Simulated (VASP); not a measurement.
# Sn (P6/mmm) in VASP: single point with PBE

Aim: the single point of Sn with PBE.

Everything below comes from runs of VASP 6.6.1. Logs are shortened: lines on timing, memory, paths and dates and some standing lists are left out, and cuts for length are marked.

### Step 1. The cell of the first run

The structure is hexagonal, space group P6/mmm (No. 191). Conventional cell: a = 3.136 Å, b = 3.136 Å, c = 2.951 Å, α = 90.00°, β = 90.00°, γ = 120.00°. Within 3.9 Å of Sn (site symmetry 6/mmm) lie 8 Sn at 2.95 to 3.14 Å.

This isn't the form of Sn at room conditions, which is tetragonal (white tin).

### Step 2. Single point, PBE (Si replaced by Sn, lengths x 1.151, strained)

File INCAR:

```
ALGO = Normal ; EDIFF = 1E-7
ENCUT = 520 ; GGA = PE
ISIF = 2 ; ISMEAR = 0
LASPH = T ; LCHARG = T
LELF = T ; LREAL = F
LVHAR = T ; LWAVE = F
NBANDS = 13 ; NELM = 80
PREC = Accurate ; SIGMA = 0.1
```

File KPOINTS:

```
k-points
0
Gamma
  15 15 14
```

File POSCAR:

```
Sn
1.0
    3.1358608024      0.0000000000      0.0000000000
   -1.5679304013      2.7157351176      0.0000000000
    0.0000000000      0.0000000000      2.9513519155
Sn
1
Direct
    0.0000000000      0.0000000000      0.0000000000
```

Potentials or basis: VASP PAW PBE potentials, release 64 (Sn_d).

Command:

```bash
$ cat potpaw_PBE.64/Sn_d/POTCAR > POTCAR
$ mpirun -np 1 vasp_std > vasp.out
```

OUTCAR:

```text
EDIFF = 1E-7
   ENCUT = 520
   GGA = PE
   ISIF = 2
   ISMEAR = 0
   LASPH = T
   LREAL = F
   NELM = 80
   PREC = Accurate

 ion  position               nearest neighbor table
   1  0.000  0.000  0.000-

  LATTYP: Found a hexagonal cell.
 ALAT       =     3.1358608024
 C/A-ratio  =     0.9411616463

  Lattice vectors:

 A1 = (   3.1358608024,   0.0000000000,   0.0000000000)
 A2 = (  -1.5679304013,   2.7157351176,   0.0000000000)
 A3 = (   0.0000000000,   0.0000000000,   2.9513519155)

Analysis of symmetry for initial positions (statically):
=====================================================================
 Subroutine PRICEL returns:
 Original cell was already a primitive cell.

 Routine SETGRP: Setting up the symmetry group for a
 hexagonal supercell.

 Subroutine GETGRP returns: Found 24 space group operations
 (whereof 24 operations were pure point group operations)
 out of a pool of 24 trial point group operations.

The static configuration has the point symmetry D_6h.

Analysis of symmetry for dynamics (positions and initial velocities):
=====================================================================
 Subroutine PRICEL returns:
 Original cell was already a primitive cell.

 Routine SETGRP: Setting up the symmetry group for a
 hexagonal supercell.

 Subroutine GETGRP returns: Found 24 space group operations
 (whereof 24 operations were pure point group operations)
 out of a pool of 24 trial point group operations.

The dynamic configuration has the point symmetry D_6h.

 Subroutine INISYM returns: Found 24 space group operations
 (whereof 24 operations are pure point group operations),
 and found     1 'primitive' translations

----------------------------------------------------------------------------------------

                                     Primitive cell

  volume of cell :      25.1342

  direct lattice vectors                    reciprocal lattice vectors
     3.135860802  0.000000000  0.000000000     0.318891706  0.184112212  0.000000000
    -1.567930401  2.715735118  0.000000000     0.000000000  0.368224424  0.000000000
     0.000000000  0.000000000  2.951351916     0.000000000  0.000000000  0.338827774

  length of vectors
     3.135860802  3.135860802  2.951351916     0.368224424  0.368224424  0.338827774

  position of ions in fractional coordinates (direct lattice)
     0.000000000  0.000000000  0.000000000

  ion indices of the primitive-cell ions
   primitive index   ion index
                 1           1

----------------------------------------------------------------------------------------

 KPOINTS: k-points

Automatic generation of k-mesh.
 Grid dimensions read from file:
 generate k-points for:   15   15   14

 Generating k-lattice:

  Cartesian coordinates                     Fractional coordinates (reciprocal lattice)
     0.021259447  0.012274147  0.000000000     0.066666667  0.000000000  0.000000000
     0.000000000  0.024548295  0.000000000     0.000000000  0.066666667  0.000000000
     0.000000000  0.000000000  0.024201984     0.000000000  0.000000000  0.071428571

  Length of vectors
     0.024548295  0.024548295  0.024201984

  Shift w.r.t. Gamma in fractional coordinates (k-lattice)
     0.000000000  0.000000000  0.000000000

 Subroutine IBZKPT returns following result:
 ===========================================

 Found    216 irreducible k-points:

 Following reciprocal coordinates:
            Coordinates               Weight
  0.000000  0.000000  0.000000      1.000000
  0.066667  0.000000  0.000000      6.000000
  0.133333  0.000000  0.000000      6.000000
  0.200000  0.000000  0.000000      6.000000
  0.266667  0.000000  0.000000      6.000000
  0.333333  0.000000  0.000000      6.000000
[... 16 lines left out ...]
  0.333333  0.200000  0.000000     12.000000
  0.400000  0.200000  0.000000      6.000000
 [... further k-points ...]
   k-points           NKPTS =    216   k-points in BZ     NKDIM =    216   number of bands    NBANDS=     13
   number of dos      NEDOS =    301   number of ions     NIONS =      1
   total plane-waves  NPLWV =  13824
   dimension x,y,z NGX =    24 NGY =   24 NGZ =   24
   dimension x,y,z NGXF=    48 NGYF=   48 NGZF=   48
   ions per type =               1
   NGX,Y,Z   is equivalent  to a cutoff of  12.72, 12.72, 13.52 a.u.
   NGXF,Y,Z  is equivalent  to a cutoff of  25.45, 25.45, 27.04 a.u.
 SYSTEM =  unknown system
   PREC   = accura    normal or accurate (medium, high low for compatibility)
   ISTART =      0    job   : 0-new  1-cont  2-samecut
   ICHARG =      2    charge: 1-file 2-atom 10-const
   ISPIN  =      1    spin polarized calculation?
   LNONCOLLINEAR =      F non collinear calculations
   LSORBIT =      F    spin-orbit coupling
   LASPH  =      T    aspherical Exc in radial PAW
   ENCUT  =  520.0 eV  38.22 Ry    6.18 a.u.   5.83  5.83  5.49*2*pi/ulx,y,z
   NELM   =     80;   NELMIN=  2; NELMDL= -5     # of ELM steps
   EDIFF  = 0.1E-06   stopping-criterion for ELM
   LREAL  =      F    real-space projection
   EDIFFG = 0.1E-05   stopping-criterion for IOM
   NSW    =      0    number of steps for IOM
   IBRION =     -1    ionic relax: 0-MD 1-quasi-New 2-CG
   NFREE  =      0    steps in history (QN), initial steepest desc. (CG)
   ISIF   =      2    stress and relaxation
   ISYM   =      2    0-nonsym 1-usesym 2-fastsym
   POTIM  = 0.5000    time-step for ionic-motion
   TEBEG  =    0.0;   TEEND  =   0.0 temperature during run
   PSTRESS=    0.0 pullay stress
   NELECT =      14.0000    total number of electrons
   NUPDOWN=      -1.0000    fix difference up-down
   EMIN   =  10.00;   EMAX   =-10.00  energy-range for DOS
   EFERMI =   0.00;   METHOD = LEGACY
   ISMEAR =     0;   SIGMA  =   0.10  broadening in eV -4-tet -1-fermi 0-gaus
   EFERMI_NEDOS =   21; number of points for ismear=-14 and -15
   IALGO  =     38    algorithm
   IMIX   =      4    mixing-type and parameters
     AMIX     =   0.40;   BMIX     =  1.00
     AMIX_MAG =   1.60;   BMIX_MAG =  1.00
  volume/ion in A,a.u.               =      25.13       169.61
  Fermi-wavevector in a.u.,A,eV,Ry     =   1.346984  2.545431 24.685948  1.814366
  Thomas-Fermi vector in A             =   2.474772
   LORBIT       =      0    0 simple, 1 ext, 2 COOP (PROOUT), +10 PAW based schemes
   GGA     = PE    functional components
   LHFCALC =     F    Hartree Fock is set to
   AEXX    =    0.0000 exact exchange contribution
   IVDW    =     0    specifies the selected vdW correction
   LEPSILON=     F    determine dielectric tensor
   LRPA    =     F    only Hartree local field effects (RPA)
 non-spin polarized calculation
 Gauss-broadening in eV      SIGMA  =   0.10
  energy-cutoff  :      520.00
  volume of cell :       25.13
 maximum number of plane-waves:       696
 NGX is ok and might be reduce to    24
   NGX = 11   NGY = 11   NGZ = 11

 number of electron      14.0000006 magnetization

 Free energy of the ion-electron system (eV)
  ---------------------------------------------------
  ext. energy  EPLUGINS =         0.00000000
  ---------------------------------------------------
  free energy    TOTEN  =        -3.73903262 eV

  energy without entropy =       -3.73637177  energy(sigma->0) =       -3.73770220

 E-fermi :   8.9898     XC(G=0): -10.6754

 val. band max:        8.9787045420   @ k =   0.3333   0.2667   0.3571
 cond. band min:       8.9945144616   @ k =   0.2667   0.0667   0.2143
 fundamental gap:      0.0158099195
 Fermi energy:         8.9897712470

 k-point     1 :       0.0000    0.0000    0.0000
  band No.  band energies     occupation
      1     -12.8372      2.00000
      2     -12.6111      2.00000
      3     -12.6111      2.00000
      4     -12.3416      2.00000
      5     -12.3416      2.00000
      6      -2.7642      2.00000
      7      14.6249      0.00000
      8      16.6347      0.00000
      9      16.6347      0.00000
     10      18.1462      0.00000
     11      20.0103      0.00000
     12      21.4124      0.00000
     13      21.4124      0.00000

 k-point     2 :       0.0667    0.0000    0.0000
  band No.  band energies     occupation
      1     -12.8312      2.00000
      2     -12.6132      2.00000
      3     -12.5997      2.00000
      4     -12.3465      2.00000
      5     -12.3428      2.00000
      6      -2.6691      2.00000
      7      14.7313      0.00000
      8      15.5845      0.00000
      9      16.2752      0.00000
     10      18.2998      0.00000
     11      19.2369      0.00000
     12      21.9050      0.00000
     13      22.4274      0.00000

 k-point     3 :       0.1333    0.0000    0.0000
  band No.  band energies     occupation
      1     -12.8154      2.00000
      2     -12.6184      2.00000
      3     -12.5674      2.00000
      4     -12.3603      2.00000
      5     -12.3461      2.00000
      6      -2.3830      2.00000
      7      13.5623      0.00000
      8      15.0467      0.00000
      9      15.4865      0.00000
     10      18.1337      0.00000
     11      18.8312      0.00000
     12      23.0899      0.00000
     13      23.5781      0.00000
[... 305 lines left out ...]
 k-point    23 :       0.3333    0.2000    0.0000
  band No.  band energies     occupation
      1     -12.7157      2.00000
      2     -12.5762      2.00000
      3     -12.4378      2.00000
      4     -12.4078      2.00000
      5     -12.3900      2.00000
      6       1.7293      2.00000
      7       5.3707      2.00000
      8       8.5697      2.00000
      9      18.8568      0.00000
     10      21.1537      0.00000
     11      21.7031      0.00000
     12      24.3160      0.00000
     13      24.4486      0.00000

 k-point    24 :       0.4000    0.2000    0.0000
  band No.  band energies     occupation
      1     -12.7144      2.00000
      2     -12.5657      2.00000
      3     -12.4400      2.00000
      4     -12.4079      2.00000
      5     -12.3926      2.00000
      6       2.3446      2.00000
      7       4.6064      2.00000
      8       8.4310      2.00000
      9      19.2089      0.00000
     10      21.2642      0.00000
     11      21.9075      0.00000
     12      23.8174      0.00000
     13      23.9223      0.00000

 [... further k-points ...]

------------------------ aborting loop because EDIFF is reached ----------------------------------------

  FORCE on cell =-STRESS in cart. coord.  units (eV):
  Direction    XX          YY          ZZ          XY          YZ          ZX
  --------------------------------------------------------------------------------------
  -------------------------------------------------------------------------------------
  Total        1.2016497      1.2016497      1.1682096     -0.0000000     -0.0000000      0.0000000
  in kB       76.5990297     76.5990296     74.4673958     -0.0000000     -0.0000000      0.0000000
  external PRESSURE =      75.8884850 kB  Pullay stress =       0.0000000 kB

 VOLUME and BASIS-vectors are now :
 -----------------------------------------------------------------------------
  energy-cutoff  :      520.00
  volume of cell :       25.13
      direct lattice vectors                 reciprocal lattice vectors
     3.135860802  0.000000000  0.000000000     0.318891706  0.184112212  0.000000000
    -1.567930401  2.715735118  0.000000000     0.000000000  0.368224424  0.000000000
     0.000000000  0.000000000  2.951351916     0.000000000  0.000000000  0.338827774

 POSITION                                       TOTAL-FORCE (eV/Angst)
 -----------------------------------------------------------------------------------
      0.00000      0.00000      0.00000         0.000000      0.000000      0.000000
 -----------------------------------------------------------------------------------
    total drift:                                0.000000      0.000000      0.000000

  FREE ENERGIE OF THE ION-ELECTRON SYSTEM (eV)
  ---------------------------------------------------
  free  energy   TOTEN  =        -3.7390326169 eV

  energy  without entropy=       -3.7363717747  energy(sigma->0) =       -3.73770220
```

Wall time 48 s (1 thread of Intel Xeon 8259CL, shared host); peak memory 0.19 GiB.

What came out:

```
Free energy            : -3.7390 eV
Pressure               : 7.6 GPa
Band gap on the k mesh : zero (bands 7 and 8 overlap by 8.87 eV)
```

Caveat: the cell differs from its parent crystal (Si replaced by Sn, lengths x 1.151, strained); the cell stands under pressure; spin-orbit coupling is left out, which moves the levels of the heavy elements.
